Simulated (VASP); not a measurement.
Input of a VASP 6.6.1 run:

The input INCAR:

```
PREC = Accurate
ENCUT = 520
EDIFF = 1E-7
ISMEAR = 0
SIGMA = 0.05
LREAL = F
LASPH = T
NELM = 80
ALGO = Normal
ISIF = 2
LWAVE = F
LCHARG = F
NBANDS = 9
```

KPOINTS

```
Automatic mesh
0
Gamma
  10 10 10
```

Contents of POSCAR:

```
LiH
1.0
    0.0000000000      2.0325000000      2.1138000000
    2.0325000000      0.0000000000      2.1138000000
    2.0325000000      2.0325000000      0.0000000000
Li H
1 1
Direct
    0.0000000000      0.0000000000      0.0000000000
    0.5000000000      0.5000000000      0.5000000000
```

Potentials or basis: VASP PAW LDA potentials, release 64 (Li_sv, H).

Run with:

```sh
$ cat potpaw_LDA.64/Li_sv/POTCAR potpaw_LDA.64/H/POTCAR > POTCAR
$ mpirun -np 1 vasp_std > vasp.out
```

(1) Estimate the band gap on the k mesh.

Results:

(1) 2.26 eV, indirect (least direct gap 2.56 eV).

Caveat: the cell differs from its parent crystal (strain +0.000 along x and y, +0.040 along z).
